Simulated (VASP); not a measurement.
# Zr3S2 (R32) in VASP: further runs, part 2 of 3

VASP 6.6.1.

### Step 4. Single point, PBE

File INCAR:

```
SYSTEM = Zr3S2
PREC = Accurate ; ENCUT = 520
EDIFF = 1E-6 ; ISMEAR = -1
SIGMA = 0.05 ; LREAL = .False.
LASPH = .True. ; NELM = 100
ALGO = Normal ; ISIF = 2
LWAVE = .False. ; LCHARG = .True.
GGA = PE ; LELF = .True.
LVHAR = .True. ; NBANDS = 32
```

File KPOINTS:

```
Automatic mesh
0
Gamma
  6 6 6
  0 0 0
```

File POSCAR:

```
Zr3S2
1.0
    2.9025379727      1.6757810799      3.4877732718
   -2.9025379727      1.6757810799      3.4877732718
    0.0000000000     -3.3515621597      3.4877732718
Zr S
3 2
Direct
    0.8387270000      0.5000000000      0.1612730000
    0.5000000000      0.1612730000      0.8387270000
    0.1612730000      0.8387270000      0.5000000000
    0.6650230000      0.6650230000      0.6650230000
    0.3349770000      0.3349770000      0.3349770000
```

Potentials or basis: VASP PAW PBE potentials, release 64 (Zr_sv, S).

The run is started by

```
> cat potpaw_PBE.64/Zr_sv/POTCAR potpaw_PBE.64/S/POTCAR > POTCAR
> mpirun -np 1 vasp_std > vasp.out
```

OUTCAR:

```text
SYSTEM = Zr3S2
   PREC = Accurate
   ENCUT = 520
   EDIFF = 1E-6
   ISMEAR = -1
   LREAL = .False.
   LASPH = .True.
   NELM = 100
   ISIF = 2
   GGA = PE

 ion  position               nearest neighbor table
   1  0.839  0.500  0.161-   4 2.61   5 2.61   4 2.62   5 2.62   3 3.32   3 3.32   2 3.32   2 3.32
                             2 3.41   3 3.41   3 3.49   2 3.49
   2  0.500  0.161  0.839-   5 2.61   4 2.61   5 2.62   4 2.62   3 3.32   3 3.32   1 3.32   1 3.32
                             1 3.41   3 3.41   3 3.49   1 3.49
   3  0.161  0.839  0.500-   4 2.61   5 2.61   4 2.62   5 2.62   2 3.32   1 3.32   1 3.32   2 3.32
                             1 3.41   2 3.41   1 3.49   2 3.49
   4  0.665  0.665  0.665-   1 2.61   2 2.61   3 2.61   1 2.62   3 2.62   2 2.62
   5  0.335  0.335  0.335-   2 2.61   1 2.61   3 2.61   2 2.62   3 2.62   1 2.62

  LATTYP: Found a trigonal (rhomboedric) cell.
 ALAT       =     4.8370994724
 COS(alpha) =     0.2798619160

  Lattice vectors:

 A1 = (   2.9025379727,   1.6757810799,   3.4877732718)
 A2 = (  -2.9025379727,   1.6757810799,   3.4877732718)
 A3 = (   0.0000000000,  -3.3515621597,   3.4877732718)

Analysis of symmetry for initial positions (statically):
=====================================================================
[... 174 lines left out ...]

  energy without entropy =      -39.21977740  energy(sigma->0) =      -39.22968674

 E-fermi :   8.8760     XC(G=0): -10.9099

 val. band max:        8.8547852723   @ k =   0.1667  -0.0000  -0.0000
 cond. band min:       8.8928971706   @ k =   0.5000   0.1667   0.1667
 fundamental gap:      0.0381118983
 Fermi energy:         8.8759983661

 k-point     1 :       0.0000    0.0000    0.0000
  band No.  band energies     occupation
      1     -40.2435      2.00000
      2     -40.1654      2.00000
      3     -40.1654      2.00000
      4     -18.4062      2.00000
      5     -18.4062      2.00000
      6     -18.3987      2.00000
[... 829 lines left out ...]
     31      11.8645      0.00000
     32      12.2582      0.00000

 [... further k-points ...]
[... 5 lines left out ...]
  --------------------------------------------------------------------------------------
  -------------------------------------------------------------------------------------
  Total       -0.6094307     -0.6094307     -0.4949291      0.0000000     -0.0000000      0.0000000
  in kB       -9.5926862     -9.5926862     -7.7903836      0.0000000     -0.0000000      0.0000000
  external PRESSURE =      -8.9919187 kB  Pullay stress =       0.0000000 kB

 VOLUME and BASIS-vectors are now :
 -----------------------------------------------------------------------------
  energy-cutoff  :      520.00
  volume of cell :      101.79
      direct lattice vectors                 reciprocal lattice vectors
     2.902537973  1.675781080  3.487773272     0.172263035  0.099456110  0.095571962
    -2.902537973  1.675781080  3.487773272    -0.172263035  0.099456110  0.095571962
     0.000000000 -3.351562160  3.487773272     0.000000000 -0.198912219  0.095571962

 POSITION                                       TOTAL-FORCE (eV/Angst)
 -----------------------------------------------------------------------------------
      0.98317      1.70290      5.23166        -0.027402     -0.047461      0.000000
      0.98317     -1.70290      5.23166        -0.027402      0.047461      0.000000
     -1.96634      0.00000      5.23166         0.054803     -0.000000     -0.000000
      0.00000      0.00000      6.95835         0.000000     -0.000000     -0.016070
      0.00000      0.00000      3.50497         0.000000      0.000000      0.016070
 -----------------------------------------------------------------------------------
    total drift:                               -0.000000      0.000000      0.000000

  FREE ENERGIE OF THE ION-ELECTRON SYSTEM (eV)
  ---------------------------------------------------
  free  energy   TOTEN  =       -39.2395960852 eV

  energy  without entropy=      -39.2197774017  energy(sigma->0) =      -39.22968674
```

stdout:

```text
POSCAR found type information on POSCAR ZrS
 POSCAR found :  2 types and       5 ions
 scaLAPACK will be used
 LDA part: xc-table for (Slater+PW92), standard interpolation
 POSCAR, INCAR and KPOINTS ok, starting setup
 FFT: planning ... GRIDC
 FFT: planning ... GRID_SOFT
 FFT: planning ... GRID
 WAVECAR not read
 entering main loop
```

It took 73 s on 1 thread of Intel Xeon 6975P-C, shared host; peak memory 0.25 GiB.

Results:

| Property | Result |
| --- | --- |
| Free energy | -39.2396 eV |
| Pressure | -0.9 GPa |
| Largest force | 0.055 eV/Å |
| Band gap on the k mesh | zero (band 24 reaches 9.00 eV, above the bottom of band 25 at 8.76 eV) |

Forces in eV/Å, atoms in the order of the input:
```
Zr  -0.027 -0.047  0.000
Zr  -0.027  0.047  0.000
Zr   0.055  0.000  0.000
S    0.000  0.000 -0.016
S    0.000  0.000  0.016
```

Stress tensor (GPa, compression positive):
```
-0.96  0.00  0.00
 0.00 -0.96  0.00
 0.00  0.00 -0.78
```

Levels at points of the mesh, in eV from the Fermi level:
| k point | band 21 | band 22 | band 23 | band 24 | band 25 | band 26 | band 27 | band 28 |
| --- | --- | --- | --- | --- | --- | --- | --- | --- |
| (0.00, 0.00, 0.00) | -2.60 | -1.82 | 0.10 | 0.10 | 0.70 | 0.70 | 2.00 | 2.75 |
| (0.50, 0.00, 0.00) | -1.20 | -1.11 | -0.85 | -0.66 | -0.12 | 1.02 | 1.77 | 1.79 |
| (0.50, 0.50, 0.00) | -1.86 | -1.21 | -0.82 | -0.28 | -0.04 | 0.93 | 1.90 | 2.01 |
| (0.50, 0.50, 0.50) | -0.77 | -0.39 | -0.17 | -0.17 | 0.34 | 0.34 | 1.08 | 1.08 |

### Step 5. Single point, r2SCAN

This run uses another cell than the first one, of 20.23 Å³/atom, 0.994 times its volume.

File POSCAR:

```
Zr3S2
1.0
    2.8891468074      1.6680496870      3.4974065727
   -2.8891468074      1.6680496870      3.4974065727
    0.0000000000     -3.3360993740      3.4974065727
Zr S
3 2
Direct
    0.8383479914      0.5000000000      0.1616520086
    0.5000000000      0.1616520086      0.8383479914
    0.1616520086      0.8383479914      0.5000000000
    0.6647572705      0.6647572705      0.6647572705
    0.3352427295      0.3352427295      0.3352427295
```

File INCAR.step1:

```
SYSTEM = Zr3S2
PREC = Accurate ; ENCUT = 520
ISMEAR = -1 ; SIGMA = 0.05
LREAL = .FALSE. ; LASPH = .TRUE.
NELM = 60 ; NBANDS = 32
GGA = PE ; ALGO = Normal
EDIFF = 1E-4 ; LWAVE = .TRUE.
LCHARG = .FALSE.
```

File INCAR.step2:

```
SYSTEM = Zr3S2
PREC = Accurate ; ENCUT = 520
EDIFF = 1E-6 ; ISMEAR = -1
SIGMA = 0.05 ; LREAL = .FALSE.
LASPH = .TRUE. ; NELM = 60
ALGO = Normal ; ISIF = 2
LWAVE = .FALSE. ; LCHARG = .FALSE.
METAGGA = R2SCAN ; LMIXTAU = .TRUE.
NBANDS = 32 ; ISTART = 1
```

File KPOINTS:

```
Automatic mesh
0
G
  6 6 6
  0 0 0
```

Potentials or basis: VASP PAW PBE potentials, release 64 (Zr_sv, S).

The run is started by

```
> cat potpaw_PBE.64/Zr_sv/POTCAR potpaw_PBE.64/S/POTCAR > POTCAR
> cp INCAR.step1 INCAR
> mpirun -np 1 vasp_std > vasp.out
> cp INCAR.step2 INCAR
> mpirun -np 1 vasp_std > vasp.out
```

OUTCAR:

```text
SYSTEM = Zr3S2
   PREC = Accurate
   ENCUT = 520
   EDIFF = 1E-6
   ISMEAR = -1
   LREAL = .FALSE.
   LASPH = .TRUE.
   NELM = 60
   ISIF = 2
   METAGGA = R2SCAN
   ISTART = 1

 ion  position               nearest neighbor table
   1  0.838  0.500  0.162-   5 2.60   4 2.60   4 2.61   5 2.61   2 3.31   2 3.31   3 3.31   3 3.31
                             3 3.39   2 3.39   3 3.50   2 3.50
   2  0.500  0.162  0.838-   4 2.60   5 2.60   4 2.61   5 2.61   1 3.31   1 3.31   3 3.31   3 3.31
                             3 3.39   1 3.39   3 3.50   1 3.50
   3  0.162  0.838  0.500-   4 2.60   5 2.60   4 2.61   5 2.61   1 3.31   2 3.31   1 3.31   2 3.31
                             1 3.39   2 3.39   1 3.50   2 3.50
   4  0.665  0.665  0.665-   2 2.60   1 2.60   3 2.60   3 2.61   2 2.61   1 2.61
   5  0.335  0.335  0.335-   1 2.60   2 2.60   3 2.60   3 2.61   2 2.61   1 2.61

  LATTYP: Found a trigonal (rhomboedric) cell.
 ALAT       =     4.8333644356
 COS(alpha) =     0.2853882841

  Lattice vectors:

 A1 = (   2.8891468074,   1.6680496870,   3.4974065727)
 A2 = (  -2.8891468074,   1.6680496870,   3.4974065727)
 A3 = (   0.0000000000,  -3.3360993740,   3.4974065727)

Analysis of symmetry for initial positions (statically):
=====================================================================
 Subroutine PRICEL returns:
 Original cell was already a primitive cell.

 Routine SETGRP: Setting up the symmetry group for a
 trigonal (rhombohedral) supercell.

 Subroutine GETGRP returns: Found  6 space group operations
 (whereof  6 operations were pure point group operations)
 out of a pool of 12 trial point group operations.

The static configuration has the point symmetry D_3 .

Analysis of symmetry for dynamics (positions and initial velocities):
=====================================================================
 Subroutine PRICEL returns:
 Original cell was already a primitive cell.

 Routine SETGRP: Setting up the symmetry group for a
 trigonal (rhombohedral) supercell.

 Subroutine GETGRP returns: Found  6 space group operations
 (whereof  6 operations were pure point group operations)
 out of a pool of 12 trial point group operations.

The dynamic configuration has the point symmetry D_3 .

 Subroutine INISYM returns: Found  6 space group operations
 (whereof  6 operations are pure point group operations),
 and found     1 'primitive' translations

----------------------------------------------------------------------------------------

                                     Primitive cell

  volume of cell :     101.1291

  direct lattice vectors                    reciprocal lattice vectors
     2.889146807  1.668049687  3.497406573     0.173061472  0.099917088  0.095308717
    -2.889146807  1.668049687  3.497406573    -0.173061472  0.099917088  0.095308717
     0.000000000 -3.336099374  3.497406573     0.000000000 -0.199834175  0.095308717

  length of vectors
     4.833364436  4.833364436  4.833364436     0.221398846  0.221398846  0.221398846

  position of ions in fractional coordinates (direct lattice)
     0.838347991  0.500000000  0.161652009
     0.500000000  0.161652009  0.838347991
     0.161652009  0.838347991  0.500000000
     0.664757270  0.664757270  0.664757270
     0.335242730  0.335242730  0.335242730

[... 23 lines left out ...]
  Length of vectors
     0.036899808  0.036899808  0.036899808

  Shift w.r.t. Gamma in fractional coordinates (k-lattice)
     0.000000000  0.000000000  0.000000000

 Subroutine IBZKPT returns following result:
 ===========================================

 Found     32 irreducible k-points:

 Following reciprocal coordinates:
            Coordinates               Weight
  0.000000  0.000000  0.000000      1.000000
  0.166667  0.000000  0.000000      6.000000
  0.333333  0.000000  0.000000      6.000000
  0.500000  0.000000  0.000000      3.000000
  0.166667  0.166667  0.000000      6.000000
  0.333333  0.166667  0.000000     12.000000
[... 16 lines left out ...]
  0.500000  0.500000  0.166667      6.000000
 -0.333333  0.500000  0.166667     12.000000
 [... further k-points ...]
   k-points           NKPTS =     32   k-points in BZ     NKDIM =     32   number of bands    NBANDS=     32
   number of dos      NEDOS =    301   number of ions     NIONS =      5
   total plane-waves  NPLWV =  46656
   dimension x,y,z NGX =    36 NGY =   36 NGZ =   36
   dimension x,y,z NGXF=    72 NGYF=   72 NGZF=   72
   ions per type =               3   2
   NGX,Y,Z   is equivalent  to a cutoff of  12.38, 12.38, 12.38 a.u.
   NGXF,Y,Z  is equivalent  to a cutoff of  24.76, 24.76, 24.76 a.u.
 SYSTEM =  Zr3S2
   PREC   = accura    normal or accurate (medium, high low for compatibility)
   ISTART =      1    job   : 0-new  1-cont  2-samecut
   ICHARG =      0    charge: 1-file 2-atom 10-const
   ISPIN  =      1    spin polarized calculation?
   LNONCOLLINEAR =      F non collinear calculations
   LSORBIT =      F    spin-orbit coupling
   LASPH  =      T    aspherical Exc in radial PAW
   ENCUT  =  520.0 eV  38.22 Ry    6.18 a.u.   8.99  8.99  8.99*2*pi/ulx,y,z
   NELM   =     60;   NELMIN=  2; NELMDL=  0     # of ELM steps
   EDIFF  = 0.1E-05   stopping-criterion for ELM
   LREAL  =      F    real-space projection
   EDIFFG = 0.1E-04   stopping-criterion for IOM
   NSW    =      0    number of steps for IOM
   IBRION =     -1    ionic relax: 0-MD 1-quasi-New 2-CG
   NFREE  =      0    steps in history (QN), initial steepest desc. (CG)
   ISIF   =      2    stress and relaxation
   ISYM   =      2    0-nonsym 1-usesym 2-fastsym
   POTIM  = 0.5000    time-step for ionic-motion
   TEBEG  =    0.0;   TEEND  =   0.0 temperature during run
   PSTRESS=    0.0 pullay stress
   NELECT =      48.0000    total number of electrons
   NUPDOWN=      -1.0000    fix difference up-down
   EMIN   =  10.00;   EMAX   =-10.00  energy-range for DOS
   EFERMI =   0.00;   METHOD = LEGACY
   ISMEAR =    -1;   SIGMA  =   0.05  broadening in eV -4-tet -1-fermi 0-gaus
   EFERMI_NEDOS =   21; number of points for ismear=-14 and -15
   IALGO  =     38    algorithm
   IMIX   =      4    mixing-type and parameters
     AMIX     =   0.40;   BMIX     =  1.00
     AMIX_MAG =   1.60;   BMIX_MAG =  1.00
  volume/ion in A,a.u.               =      20.23       136.49
  Fermi-wavevector in a.u.,A,eV,Ry     =   1.277017  2.413212 22.187997  1.630772
  Thomas-Fermi vector in A             =   2.409640
   LORBIT       =      0    0 simple, 1 ext, 2 COOP (PROOUT), +10 PAW based schemes
   METAGGA = R2SCAN    functional components
   LHFCALC =     F    Hartree Fock is set to
   AEXX    =    0.0000 exact exchange contribution
   IVDW    =     0    specifies the selected vdW correction
   LEPSILON=     F    determine dielectric tensor
   LRPA    =     F    only Hartree local field effects (RPA)
 non-spin polarized calculation
  energy-cutoff  :      520.00
  volume of cell :      101.13
 maximum number of plane-waves:      2747
   NGX = 17   NGY = 17   NGZ = 17

 number of electron      47.9999999 magnetization

 Free energy of the ion-electron system (eV)
  ---------------------------------------------------
  ext. energy  EPLUGINS =         0.00000000
  ---------------------------------------------------
  free energy    TOTEN  =       -90.43488646 eV

  energy without entropy =      -90.42054934  energy(sigma->0) =      -90.42771790

 E-fermi :   8.9987     XC(G=0): -11.6501

 val. band max:        8.9677643606   @ k =   0.5000   0.5000   0.0000
 cond. band min:       9.0031643577   @ k =   0.3333   0.0000   0.0000
 fundamental gap:      0.0353999971
 Fermi energy:         8.9987183128

 k-point     1 :       0.0000    0.0000    0.0000
  band No.  band energies     occupation
      1     -41.8387      2.00000
      2     -41.7501      2.00000
      3     -41.7501      2.00000
      4     -19.3141      2.00000
      5     -19.3141      2.00000
      6     -19.3121      2.00000
[... 829 lines left out ...]
     31      12.2728      0.00000
     32      12.6249      0.00000

 [... further k-points ...]
[... 5 lines left out ...]
  --------------------------------------------------------------------------------------
  -------------------------------------------------------------------------------------
  Total       -0.0197405     -0.0197405      0.0180431      0.0000000      0.0000000      0.0000000
  in kB       -0.3127467     -0.3127467      0.2858553      0.0000000      0.0000000      0.0000000
  external PRESSURE =      -0.1132127 kB  Pullay stress =       0.0000000 kB

 VOLUME and BASIS-vectors are now :
 -----------------------------------------------------------------------------
  energy-cutoff  :      520.00
  volume of cell :      101.13
      direct lattice vectors                 reciprocal lattice vectors
     2.889146807  1.668049687  3.497406573     0.173061472  0.099917088  0.095308717
    -2.889146807  1.668049687  3.497406573    -0.173061472  0.099917088  0.095308717
     0.000000000 -3.336099374  3.497406573     0.000000000 -0.199834175  0.095308717

 POSITION                                       TOTAL-FORCE (eV/Angst)
 -----------------------------------------------------------------------------------
      0.97754      1.69314      5.24611        -0.003966     -0.006869     -0.000000
      0.97754     -1.69314      5.24611        -0.003966      0.006869     -0.000000
     -1.95507      0.00000      5.24611         0.007931      0.000000     -0.000000
      0.00000      0.00000      6.97478         0.000000     -0.000000     -0.009860
      0.00000      0.00000      3.51744         0.000000     -0.000000      0.009860
 -----------------------------------------------------------------------------------
    total drift:                               -0.000000      0.000000      0.000000

  FREE ENERGIE OF THE ION-ELECTRON SYSTEM (eV)
  ---------------------------------------------------
  free  energy   TOTEN  =       -90.4348864555 eV

  energy  without entropy=      -90.4205493431  energy(sigma->0) =      -90.42771790
```

It took 3.7 min on 1 thread of Intel Xeon 6975P-C, shared host; peak memory 0.26 GiB.

What came out:

```yaml
Free_energy: -90.4349 eV
Pressure: 0.0 GPa
Largest_force: 0.010 eV/Å
Band_gap_on_the_k_mesh: zero (band 24 reaches 9.13 eV, above the bottom of band 25 at 8.89 eV)
```

Forces in eV/Å, atoms in the order of the input:
```
Zr  -0.004 -0.007  0.000
Zr  -0.004  0.007  0.000
Zr   0.008  0.000  0.000
S    0.000  0.000 -0.010
S    0.000  0.000  0.010
```

Caveat: the PAW data sets were made with another functional, which shifts forces and pressure a little.

(Part 2 of 3 ends here.)
